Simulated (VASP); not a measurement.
# ZnS (F-43m) in VASP: notebook, part 2 of 2

VASP 6.6.1.

### Step 4. Relaxation of cell and atoms, PBE, target pressure 4 GPa, at which the enthalpy is minimised

Contents of INCAR:

```
PREC = Accurate ; ENCUT = 500
EDIFF = 1E-7 ; ISMEAR = 0
SIGMA = 0.01 ; LREAL = F
LASPH = T ; NELM = 120
ALGO = Normal ; ISIF = 3
LWAVE = F ; LCHARG = F
GGA = PE ; IBRION = 2
NSW = 80 ; EDIFFG = -0.01
PSTRESS = 40.0 ; GGA_COMPAT = F
NELMIN = 4
```

Contents of KPOINTS:

```
Automatic mesh
0
Gamma
  5 5 5
```

Contents of POSCAR:

```
ZnS
1.0
    0.0000000000      2.7020000000      2.7020000000
    2.7020000000      0.0000000000      2.7020000000
    2.7020000000      2.7020000000      0.0000000000
Zn S
1 1
Direct
    0.2500000000      0.2500000000      0.2500000000
    0.0000000000      0.0000000000      0.0000000000
```

Potentials or basis: VASP PAW PBE potentials, release 64 (Zn, S).

Run with:

```console
cat potpaw_PBE.64/Zn/POTCAR potpaw_PBE.64/S/POTCAR > POTCAR
mpirun -np 1 vasp_std > vasp.out
```

OUTCAR:

```text
PREC = Accurate
   ENCUT = 500
   EDIFF = 1E-7
   ISMEAR = 0
   LREAL = F
   LASPH = T
   NELM = 120
   ISIF = 3
   GGA = PE
   IBRION = 2
   NSW = 80
   EDIFFG = -0.01
   PSTRESS = 40.0
   NELMIN = 4

 ion  position               nearest neighbor table
   1  0.250  0.250  0.250-   2 2.34   2 2.34   2 2.34   2 2.34
   2  0.000  0.000  0.000-   1 2.34   1 2.34   1 2.34   1 2.34

  LATTYP: Found a face centered cubic cell.
 ALAT       =     5.4040000000

  Lattice vectors:

 A1 = (   0.0000000000,   2.7020000000,   2.7020000000)
 A2 = (   2.7020000000,   0.0000000000,   2.7020000000)
 A3 = (   2.7020000000,   2.7020000000,   0.0000000000)

Analysis of symmetry for initial positions (statically):
=====================================================================
 Subroutine PRICEL returns:
 Original cell was already a primitive cell.

 Routine SETGRP: Setting up the symmetry group for a
 face centered cubic supercell.

 Subroutine GETGRP returns: Found 24 space group operations
 (whereof 24 operations were pure point group operations)
 out of a pool of 48 trial point group operations.

The static configuration has the point symmetry T_d .

Analysis of symmetry for dynamics (positions and initial velocities):
=====================================================================
 Subroutine PRICEL returns:
 Original cell was already a primitive cell.

 Routine SETGRP: Setting up the symmetry group for a
 face centered cubic supercell.

 Subroutine GETGRP returns: Found 24 space group operations
 (whereof 24 operations were pure point group operations)
 out of a pool of 48 trial point group operations.

The dynamic configuration has the point symmetry T_d .

 Subroutine INISYM returns: Found 24 space group operations
[... 88 lines left out ...]
   ISIF   =      3    stress and relaxation
   ISYM   =      2    0-nonsym 1-usesym 2-fastsym
   POTIM  = 0.5000    time-step for ionic-motion
   TEBEG  =    0.0;   TEEND  =   0.0 temperature during run
   PSTRESS=   40.0 pullay stress
   NELECT =      18.0000    total number of electrons
   NUPDOWN=      -1.0000    fix difference up-down
   EMIN   =  10.00;   EMAX   =-10.00  energy-range for DOS
   EFERMI =   0.00;   METHOD = LEGACY
   ISMEAR =     0;   SIGMA  =   0.01  broadening in eV -4-tet -1-fermi 0-gaus
   EFERMI_NEDOS =   21; number of points for ismear=-14 and -15
   IALGO  =     38    algorithm
   IMIX   =      4    mixing-type and parameters
     AMIX     =   0.40;   BMIX     =  1.00
     AMIX_MAG =   1.60;   BMIX_MAG =  1.00
  volume/ion in A,a.u.               =      19.73       133.12
  Fermi-wavevector in a.u.,A,eV,Ry     =   1.260290  2.381602 21.610537  1.588330
  Thomas-Fermi vector in A             =   2.393807
   LORBIT       =      0    0 simple, 1 ext, 2 COOP (PROOUT), +10 PAW based schemes
   GGA     = PE    functional components
   LHFCALC =     F    Hartree Fock is set to
   AEXX    =    0.0000 exact exchange contribution
   IVDW    =     0    specifies the selected vdW correction
   LEPSILON=     F    determine dielectric tensor
   LRPA    =     F    only Hartree local field effects (RPA)
 conjugate gradient relaxation of ions
 non-spin polarized calculation
 Gauss-broadening in eV      SIGMA  =   0.01
  energy-cutoff  :      500.00
  volume of cell :       39.45
 maximum number of plane-waves:      1006
   NGX = 13   NGY = 13   NGZ = 13

--------------------------------------- Ionic step        1  -------------------------------------------

 number of electron      18.0000000 magnetization

 Free energy of the ion-electron system (eV)
  ---------------------------------------------------
  ext. energy  EPLUGINS =         0.00000000
  ---------------------------------------------------
  free energy    TOTEN  =        -6.83556983 eV

  energy without entropy =       -6.83556983  energy(sigma->0) =       -6.83556983

------------------------ aborting loop because EDIFF is reached ----------------------------------------

  FORCE on cell =-STRESS in cart. coord.  units (eV):
  Direction    XX          YY          ZZ          XY          YZ          ZX
  --------------------------------------------------------------------------------------
  -------------------------------------------------------------------------------------
  Total        0.4498867      0.4498867      0.4498867      0.0000000     -0.0000000      0.0000000
  in kB       18.2695460     18.2695460     18.2695460      0.0000000     -0.0000000      0.0000000
  external PRESSURE =     -21.7304540 kB  Pullay stress =      40.0000000 kB
[... 63 lines left out ...]
--------------------------------------- Ionic step        3  -------------------------------------------

 number of electron      18.0000016 magnetization

 Free energy of the ion-electron system (eV)
  ---------------------------------------------------
  ext. energy  EPLUGINS =         0.00000000
  ---------------------------------------------------
  free energy    TOTEN  =        -6.81692859 eV

  energy without entropy =       -6.81692859  energy(sigma->0) =       -6.81692859

 E-fermi :   2.4118     XC(G=0):  -9.7525

 val. band max:        2.3667973400   @ k =   0.0000   0.0000   0.0000
 cond. band min:       4.5961070228   @ k =   0.0000   0.0000   0.0000
 fundamental gap:      2.2293096828
 Fermi energy:         2.4117954303

 k-point     1 :       0.0000    0.0000    0.0000
  band No.  band energies     occupation
      1     -10.9625      2.00000
      2      -4.0883      2.00000
      3      -4.0883      2.00000
      4      -4.0883      2.00000
      5      -3.5589      2.00000
      6      -3.5589      2.00000
      7       2.3668      2.00000
      8       2.3668      2.00000
      9       2.3668      2.00000
     10       4.5961      0.00000
     11       8.7382      0.00000
     12       8.7382      0.00000
     13       8.7382      0.00000
[... 175 lines left out ...]
  energy  without entropy=       -6.8169285862  energy(sigma->0) =       -6.81692859

  enthalpy is  TOTEN    =        -5.8577844741 eV   P V=        0.9591441121

 reached required accuracy - stopping structural energy minimisation
```

OSZICAR:

```text
N       E                     dE             d eps       ncg     rms          rms(c)
DAV:   1     0.874318505077E+02    0.87432E+02   -0.85354E+03   260   0.156E+03
DAV:   2    -0.720835169849E+00   -0.88153E+02   -0.83586E+02   280   0.289E+02
DAV:   3    -0.717137389774E+01   -0.64505E+01   -0.64223E+01   300   0.743E+01
[... 28 lines left out ...]
DAV:   4    -0.681703738605E+01    0.71064E-03   -0.35901E-04   298   0.287E-01    0.103E-01
DAV:   5    -0.681692840151E+01    0.10898E-03   -0.10821E-04   382   0.224E-01    0.228E-02
DAV:   6    -0.681692771190E+01    0.68961E-06   -0.39101E-05   275   0.859E-02    0.107E-02
DAV:   7    -0.681692862246E+01   -0.91056E-06   -0.21943E-06   310   0.370E-02    0.457E-03
DAV:   8    -0.681692858619E+01    0.36269E-07   -0.61311E-07   285   0.158E-02
   3 F= -.58577845E+01 E0= -.58577845E+01  d E =-.721285E-02
```

CONTCAR:

```text
ZnS
   1.00000000000000
     0.0000000000000000    2.6781495221022280    2.6781495221022280
     2.6781495221022280   -0.0000000000000000    2.6781495221022280
     2.6781495221022280    2.6781495221022280    0.0000000000000000
  Zn              S
     1     1
Direct
     0.2500000000000000    0.2500000000000000    0.2500000000000000
     0.0000000000000000    0.0000000000000000    0.0000000000000000

  0.00000000E+00  0.00000000E+00  0.00000000E+00
  0.00000000E+00  0.00000000E+00  0.00000000E+00
```

Run time: 10 s. Hardware: 1 thread of Intel Xeon Platinum 8488C (Sapphire Rapids), shared host; peak memory 0.15 GiB.

Results:

| Quantity | Value |
| --- | --- |
| Free energy | -6.8169 eV |
| Relaxed volume | 19.21 Å³/atom |
| Relaxed cell | a = 3.787 Å, b = 3.787 Å, c = 3.787 Å, α = 60.00°, β = 60.00°, γ = 60.00° |
| Space group after relaxing (to 0.05 Å) | F-43m (No. 216) |
| Energy change on relaxing (the enthalpy is what falls) | +9.3 meV/atom |
| Ionic steps | 3 |
| Pressure after relaxing | 4.0 GPa |
| Band gap on the k mesh | 2.23 eV, direct |

Step by step:
| step | energy change (eV) | largest force (eV/Å) | pressure (GPa) | volume (Å³) |
| --- | --- | --- | --- | --- |
| 1 | 0.0000 | 0.0000 | 1.83 | 39.45 |
| 2 | 0.0321 | 0.0000 | 5.14 | 37.95 |
| 3 | 0.0186 | 0.0000 | 4.01 | 38.42 |

Final structure:
```cif
data_structure
_symmetry_space_group_name_H-M 'P 1'
_symmetry_Int_Tables_number 1
_cell_length_a 3.7875
_cell_length_b 3.7875
_cell_length_c 3.7875
_cell_angle_alpha 60.000
_cell_angle_beta 60.000
_cell_angle_gamma 60.000
_cell_volume 38.42
loop_
_atom_site_label
_atom_site_type_symbol
_atom_site_fract_x
_atom_site_fract_y
_atom_site_fract_z
_atom_site_occupancy
Zn1 Zn 0.25000 0.25000 0.25000 1
S1 S 0.00000 0.00000 0.00000 1
```

Caveat: the cell is relaxed towards a set pressure, so the enthalpy falls and the energy may rise. PBE gaps usually lie below the measured ones, often by a third to a half.

### Step 5. Relaxation of cell and atoms, PBE, target pressure 6 GPa, at which the enthalpy is minimised

Contents of INCAR:

```
PREC = Accurate ; ENCUT = 500
EDIFF = 1E-7 ; ISMEAR = 0
SIGMA = 0.01 ; LREAL = False
LASPH = True ; NELM = 120
ALGO = Normal ; ISIF = 3
LWAVE = False ; LCHARG = False
GGA = PE ; IBRION = 2
NSW = 80 ; EDIFFG = -0.01
PSTRESS = 60.0 ; GGA_COMPAT = False
NELMIN = 4
```

Contents of KPOINTS:

```
regular mesh
0
Gamma
  5 5 5
```

POSCAR is that of step 4.

Run with:

```console
cat potpaw_PBE.64/Zn/POTCAR potpaw_PBE.64/S/POTCAR > POTCAR
mpirun -np 1 vasp_std > vasp.out
```

Run time: 11 s. Hardware: 1 thread of Intel Xeon Platinum 8488C (Sapphire Rapids), shared host; peak memory 0.15 GiB.

Results (log left out):

```
Free energy                                            : -6.7910 eV
Relaxed volume                                         : 18.79 Å³/atom
Relaxed cell                                           : a = 3.760 Å, b = 3.760 Å, c = 3.760 Å, α = 60.00°, β = 60.00°, γ = 60.00°
Space group after relaxing (to 0.05 Å)                 : F-43m (No. 216)
Energy change on relaxing (the enthalpy is what falls) : +22.3 meV/atom
Ionic steps                                            : 3
Pressure after relaxing                                : 6.0 GPa
Band gap on the k mesh                                 : 2.33 eV, direct
```

The path:
| step | energy change (eV) | largest force (eV/Å) | pressure (GPa) | volume (Å³) |
| --- | --- | --- | --- | --- |
| 1 | 0.0000 | 0.0000 | 1.83 | 39.45 |
| 2 | 0.0899 | 0.0000 | 8.71 | 36.59 |
| 3 | 0.0446 | 0.0000 | 6.01 | 37.58 |

Final structure:
```xyz
2
Lattice="0.0000 2.6586 2.6586 2.6586 0.0000 2.6586 2.6586 2.6586 0.0000" Properties=species:S:1:pos:R:3 pbc="T T T"
Zn    1.3293    1.3293    1.3293
S     0.0000    0.0000    0.0000
```

Levels at points of the mesh, in eV from the valence-band top:
```
           k point  band 6  band 7  band 8  band 9  band 10  band 11  band 12  band 13
(0.00, 0.00, 0.00)   -6.00    0.00    0.00    0.00     2.33     6.35     6.35     6.35
```

Caveat: the cell is relaxed towards a set pressure, so the enthalpy falls and the energy may rise.

### Step 6. Relaxation of cell and atoms, PBE, target pressure 8 GPa, at which the enthalpy is minimised

Contents of INCAR:

```
ALGO = Normal ; EDIFF = 1E-7
EDIFFG = -0.01 ; ENCUT = 500
GGA = PE ; GGA_COMPAT = False
IBRION = 2 ; ISIF = 3
ISMEAR = 0 ; LASPH = True
LCHARG = False ; LREAL = False
LWAVE = False ; NELM = 120
NELMIN = 4 ; NSW = 80
PREC = Accurate ; PSTRESS = 80.0
SIGMA = 0.01
```

Contents of KPOINTS:

```
k-points
0
Gamma
  5 5 5
```

POSCAR is that of step 5.

Potentials or basis: VASP PAW PBE potentials, release 64 (Zn, S).

Run with:

```console
cat potpaw_PBE.64/Zn/POTCAR potpaw_PBE.64/S/POTCAR > POTCAR
mpirun -np 1 vasp_std > vasp.out
```

It took 12 s on 1 thread of Intel Xeon Platinum 8488C (Sapphire Rapids), shared host; peak memory 0.15 GiB.

The run converged. Its results:

```
Free energy                                            : -6.7585 eV
Relaxed volume                                         : 18.42 Å³/atom
Relaxed cell                                           : a = 3.735 Å, b = 3.735 Å, c = 3.735 Å, α = 60.00°, β = 60.00°, γ = 60.00°
Space group after relaxing (to 0.05 Å)                 : F-43m (No. 216)
Energy change on relaxing (the enthalpy is what falls) : +38.5 meV/atom
Ionic steps                                            : 3
Pressure after relaxing                                : 8.0 GPa
Band gap on the k mesh                                 : 2.42 eV, direct
```

The path:
| step | energy change (eV) | largest force (eV/Å) | pressure (GPa) | volume (Å³) |
| --- | --- | --- | --- | --- |
| 1 | 0.0000 | 0.0000 | 1.83 | 39.45 |
| 2 | 0.1783 | 0.0000 | 12.92 | 35.27 |
| 3 | 0.0770 | 0.0000 | 7.99 | 36.84 |

Final structure:
```yaml
crystal:
  lattice:
    - [0.00000, 2.64095, 2.64095]
    - [2.64095, 0.00000, 2.64095]
    - [2.64095, 2.64095, 0.00000]
  atoms:
    - { symbol: Zn, position: [0.25000, 0.25000, 0.25000] }
    - { symbol: S, position: [0.00000, 0.00000, 0.00000] }
```

Levels at points of the mesh, in eV from the valence-band top:
| k point | band 5 | band 6 | band 7 | band 8 | band 9 | band 10 | band 11 | band 12 | band 13 |
| --- | --- | --- | --- | --- | --- | --- | --- | --- | --- |
| (0.00, 0.00, 0.00) | -6.06 | -6.06 | 0.00 | 0.00 | 0.00 | 2.42 | 6.33 | 6.33 | 6.33 |

Caveat: the cell is relaxed towards a set pressure, so the enthalpy falls and the energy may rise.

### Step 7. Summary

| cell | gap on the mesh (eV) | pressure (GPa) |
| --- | --- | --- |
| relaxed | 2.00 | 0.0 |
| relaxed to 2 GPa | 2.13 | 2.1 |
| relaxed to 4 GPa | 2.23 | 4.0 |
| relaxed to 6 GPa | 2.33 | 6.0 |
| relaxed to 8 GPa | 2.42 | 8.0 |

Alike in all rows: task relaxation of cell and atoms; level PBE; potentials or basis VASP PAW PBE potentials, release 64 (Zn, S); no spin polarisation; k mesh 5 × 5 × 5; cutoff (eV) 500; smearing gaussian 0.01 eV.

Caveats: the cell is relaxed towards a set pressure, so the enthalpy falls and the energy may rise (some runs).

Absolute energies hang on the potentials; compare differences alone.
